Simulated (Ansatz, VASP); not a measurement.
## One calculation of Te, two programs

```
Te
1.0
    -1.54956    1.54956    1.54956
     1.54956   -1.54956    1.54956
     1.54956    1.54956   -1.54956
Te
1
Direct
  0.00000 0.00000 0.00000
```

Change from the starting cell: volume scaled by 0.55, PAW files.

Alike in both runs: task single point; functional PBEsol; k mesh 15 × 15 × 15; occupations fermi-dirac, width 0.05 eV; no spin polarisation.

|  | VASP | Ansatz |
| --- | --- | --- |
| version | VASP 6.6.1 | Ansatz 0.2.0 |
| potentials or method | VASP PAW PBE potentials, release 64 (Te) | PAW with Ansatz's default frozen-core files, scalar-relativistic |
| plane-wave cutoff (eV) | 520 | 420 |
| valence electrons in the cell | 6 | 16 |

```csv
,VASP,Ansatz,Ansatz less VASP
pressure (GPa),156.4,153.6,-2.74
```

VASP's potentials were made for PBE, not for PBEsol. Both programs put the cell under a high pressure, so it lies far from rest at this level. VASP's potentials hold 6 valence electrons a cell and Ansatz's 16, so a difference there can come from the potentials and not from the codes.

Neither program's run includes spin-orbit coupling. Noted on VASP's run: the cell as given lies far from equilibrium.
